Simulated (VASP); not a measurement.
# TlB2 (Fm-3m) in VASP: notebook, part 2 of 2

VASP 6.6.1. The steps go on from the part before.

## 3. Relaxation of cell and atoms, PBE

This run uses another cell than the first one, of 15.84 Å³/atom.

The input, INCAR:

```
SYSTEM = TlB2
PREC = Accurate
ENCUT = 600
EDIFF = 1E-7
ISMEAR = 0
SIGMA = 0.1
LREAL = .False.
LASPH = .True.
NELM = 80
ALGO = Normal
ISIF = 3
LWAVE = .False.
LCHARG = .False.
GGA = PE
IBRION = 2
NSW = 100
EDIFFG = -0.01
```

The input, KPOINTS:

```
Automatic mesh
0
Gamma
  14 14 14
  0 0 0
```

The input, POSCAR:

```
TlB2
1.0
    0.0000000000      2.8749329602      2.8749329602
    2.8749329602      0.0000000000      2.8749329602
    2.8749329602      2.8749329602      0.0000000000
Tl B
1 2
Direct
    0.0000000000      0.0000000000      0.0000000000
    0.2500000000      0.2500000000      0.2500000000
    0.7500000000      0.7500000000      0.7500000000
```

Potentials or basis: VASP PAW PBE potentials, release 64 (Tl_d, B).

Started as:

```
$ cat potpaw_PBE.64/Tl_d/POTCAR potpaw_PBE.64/B/POTCAR > POTCAR
$ mpirun -np 1 vasp_std > vasp.out
```

OUTCAR:

```text
SYSTEM = TlB2
   PREC = Accurate
   ENCUT = 600
   EDIFF = 1E-7
   ISMEAR = 0
   LREAL = .False.
   LASPH = .True.
   NELM = 80
   ISIF = 3
   GGA = PE
   IBRION = 2
   NSW = 100
   EDIFFG = -0.01

 ion  position               nearest neighbor table
   1  0.000  0.000  0.000-   3 2.49   3 2.49   3 2.49   2 2.49   2 2.49   2 2.49   3 2.49   2 2.49

   2  0.250  0.250  0.250-   1 2.49   1 2.49   1 2.49   1 2.49
   3  0.750  0.750  0.750-   1 2.49   1 2.49   1 2.49   1 2.49

  LATTYP: Found a face centered cubic cell.
 ALAT       =     5.7498659204

  Lattice vectors:

 A1 = (   0.0000000000,   2.8749329602,   2.8749329602)
 A2 = (   2.8749329602,   0.0000000000,   2.8749329602)
 A3 = (   2.8749329602,   2.8749329602,   0.0000000000)

Analysis of symmetry for initial positions (statically):
=====================================================================
 Subroutine PRICEL returns:
 Original cell was already a primitive cell.

 Routine SETGRP: Setting up the symmetry group for a
 face centered cubic supercell.

 Subroutine GETGRP returns: Found 48 space group operations
 (whereof 48 operations were pure point group operations)
 out of a pool of 48 trial point group operations.

The static configuration has the point symmetry O_h .

Analysis of symmetry for dynamics (positions and initial velocities):
=====================================================================
 Subroutine PRICEL returns:
 Original cell was already a primitive cell.

 Routine SETGRP: Setting up the symmetry group for a
 face centered cubic supercell.

 Subroutine GETGRP returns: Found 48 space group operations
 (whereof 48 operations were pure point group operations)
 out of a pool of 48 trial point group operations.

The dynamic configuration has the point symmetry O_h .

 Subroutine INISYM returns: Found 48 space group operations
 (whereof 48 operations are pure point group operations),
 and found     1 'primitive' translations

----------------------------------------------------------------------------------------

                                     Primitive cell

  volume of cell :      47.5240

  direct lattice vectors                    reciprocal lattice vectors
     0.000000000  2.874932960  2.874932960    -0.173917099  0.173917099  0.173917099
     2.874932960  0.000000000  2.874932960     0.173917099 -0.173917099  0.173917099
     2.874932960  2.874932960  0.000000000     0.173917099  0.173917099 -0.173917099

  length of vectors
     4.065769183  4.065769183  4.065769183     0.301233252  0.301233252  0.301233252

  position of ions in fractional coordinates (direct lattice)
     0.000000000  0.000000000  0.000000000
     0.250000000  0.250000000  0.250000000
     0.750000000  0.750000000  0.750000000
[... 118 lines left out ...]

 number of electron      19.0000003 magnetization

 Free energy of the ion-electron system (eV)
  ---------------------------------------------------
  ext. energy  EPLUGINS =         0.00000000
  ---------------------------------------------------
  free energy    TOTEN  =        -9.15034886 eV

  energy without entropy =       -9.14253718  energy(sigma->0) =       -9.14644302

------------------------ aborting loop because EDIFF is reached ----------------------------------------

  FORCE on cell =-STRESS in cart. coord.  units (eV):
  Direction    XX          YY          ZZ          XY          YZ          ZX
  --------------------------------------------------------------------------------------
  -------------------------------------------------------------------------------------
  Total       -0.1740935     -0.1740935     -0.1740935      0.0000000      0.0000000     -0.0000000
  in kB       -5.8692136     -5.8692136     -5.8692136      0.0000000      0.0000000     -0.0000000
  external PRESSURE =      -5.8692136 kB  Pullay stress =       0.0000000 kB

 VOLUME and BASIS-vectors are now :
 -----------------------------------------------------------------------------
  energy-cutoff  :      600.00
  volume of cell :       47.52
      direct lattice vectors                 reciprocal lattice vectors
     0.000000000  2.874932960  2.874932960    -0.173917099  0.173917099  0.173917099
     2.874932960  0.000000000  2.874932960     0.173917099 -0.173917099  0.173917099
     2.874932960  2.874932960  0.000000000     0.173917099  0.173917099 -0.173917099

 POSITION                                       TOTAL-FORCE (eV/Angst)
 -----------------------------------------------------------------------------------
      0.00000      0.00000      0.00000         0.000000      0.000000      0.000000
      1.43747      1.43747      1.43747         0.000000      0.000000      0.000000
      4.31240      4.31240      4.31240        -0.000000     -0.000000     -0.000000
 -----------------------------------------------------------------------------------
    total drift:                                0.000000     -0.000000      0.000000

  FREE ENERGIE OF THE ION-ELECTRON SYSTEM (eV)
  ---------------------------------------------------
  free  energy   TOTEN  =        -9.1503488622 eV

  energy  without entropy=       -9.1425371845  energy(sigma->0) =       -9.14644302

--------------------------------------- Ionic step        2  -------------------------------------------

 number of electron      19.0000003 magnetization

 Free energy of the ion-electron system (eV)
  ---------------------------------------------------
  ext. energy  EPLUGINS =         0.00000000
  ---------------------------------------------------
  free energy    TOTEN  =        -9.15105786 eV

  energy without entropy =       -9.14330773  energy(sigma->0) =       -9.14718280

 E-fermi :   5.7818     XC(G=0): -10.4771

 val. band max:        5.7390626640   @ k =  -0.2143   0.0714   0.0000
 cond. band min:       5.7848928898   @ k =  -0.3571   0.2857   0.0714
 fundamental gap:      0.0458302258
 Fermi energy:         5.7817805498

 k-point     1 :       0.0000    0.0000    0.0000
  band No.  band energies     occupation
      1      -6.2726      2.00000
      2      -6.2726      2.00000
      3      -6.2726      2.00000
      4      -6.2201      2.00000
      5      -5.8240      2.00000
      6      -5.8240      2.00000
      7       3.6500      2.00000
      8       6.5007      0.00000
      9       6.5007      0.00000
     10       6.5007      0.00000
     11       7.6989      0.00000
     12       7.6989      0.00000
     13       7.6989      0.00000
[... 354 lines left out ...]
  band No.  band energies     occupation
      1      -6.3805      2.00000
      2      -6.1917      2.00000
      3      -6.1484      2.00000
      4      -5.8968      2.00000
      5      -5.7899      2.00000
      6      -5.1662      2.00000
      7       1.9850      2.00000
      8       3.8287      2.00000
      9       4.3609      2.00000
     10       5.2888      2.00000
     11       7.6392      0.00000
     12       8.4297      0.00000
     13       8.6007      0.00000

 [... further k-points ...]

------------------------ aborting loop because EDIFF is reached ----------------------------------------

  FORCE on cell =-STRESS in cart. coord.  units (eV):
  Direction    XX          YY          ZZ          XY          YZ          ZX
  --------------------------------------------------------------------------------------
  -------------------------------------------------------------------------------------
  Total        0.0065804      0.0065804      0.0065804      0.0000000      0.0000000     -0.0000000
  in kB        0.2237197      0.2237197      0.2237197      0.0000000      0.0000000     -0.0000000
  external PRESSURE =       0.2237197 kB  Pullay stress =       0.0000000 kB

 VOLUME and BASIS-vectors are now :
 -----------------------------------------------------------------------------
  energy-cutoff  :      600.00
  volume of cell :       47.13
      direct lattice vectors                 reciprocal lattice vectors
     0.000000000  2.866884364  2.866884364    -0.174405360  0.174405360  0.174405360
     2.866884364 -0.000000000  2.866884364     0.174405360 -0.174405360  0.174405360
     2.866884364  2.866884364 -0.000000000     0.174405360  0.174405360 -0.174405360

 POSITION                                       TOTAL-FORCE (eV/Angst)
 -----------------------------------------------------------------------------------
      0.00000      0.00000      0.00000        -0.000000     -0.000000     -0.000000
      1.43344      1.43344      1.43344         0.000000     -0.000000     -0.000000
      4.30033      4.30033      4.30033        -0.000000      0.000000      0.000000
 -----------------------------------------------------------------------------------
    total drift:                                0.000000     -0.000000      0.000000

  FREE ENERGIE OF THE ION-ELECTRON SYSTEM (eV)
  ---------------------------------------------------
  free  energy   TOTEN  =        -9.1510578607 eV

  energy  without entropy=       -9.1433077340  energy(sigma->0) =       -9.14718280

 reached required accuracy - stopping structural energy minimisation
```

CONTCAR:

```text
TlB2
   1.00000000000000
     0.0000000000000000    2.8668843636779258    2.8668843636779258
     2.8668843636779258   -0.0000000000000000    2.8668843636779258
     2.8668843636779258    2.8668843636779258   -0.0000000000000000
  Tl              B
     1     2
Direct
     0.0000000000000000    0.0000000000000000    0.0000000000000000
     0.2500000000000000    0.2500000000000000    0.2500000000000000
     0.7500000000000000    0.7500000000000000    0.7500000000000000

  0.00000000E+00  0.00000000E+00  0.00000000E+00
  0.00000000E+00  0.00000000E+00  0.00000000E+00
  0.00000000E+00  0.00000000E+00  0.00000000E+00
```

It took 3 min on 1 thread of Oxide Virtual Turin-like, shared host; peak memory 0.21 GiB.

What came out:

* Free energy: -9.1511 eV
* Relaxed volume: 15.71 Å³/atom
* Relaxed cell: a = 4.054 Å, b = 4.054 Å, c = 4.054 Å, α = 60.00°, β = 60.00°, γ = 60.00°
* Space group after relaxing (to 0.1 Å): Fm-3m (No. 225)
* Energy gained by relaxing: 0.2 meV/atom
* Ionic steps: 2
* Pressure after relaxing: 0.0 GPa
* Band gap on the k mesh: zero (an odd number of electrons rules out a gap without spin polarisation)

The path:
```csv
step,energy change (eV),largest force (eV/Å),pressure (GPa),volume (Å³)
1,0.0000,0.0000,-0.59,47.52
2,-0.0007,0.0000,0.02,47.13
```

Final structure:
```
Tl B
1.0
     0.00000    2.86688    2.86688
     2.86688    0.00000    2.86688
     2.86688    2.86688    0.00000
Tl B
1 2
Direct
  0.00000 0.00000 0.00000
  0.25000 0.25000 0.25000
  0.75000 0.75000 0.75000
```

Caveat: spin-orbit coupling is left out, which moves the levels of the heavy elements.

The gap in the log of VASP goes by the Fermi energy; the results here count the filled bands.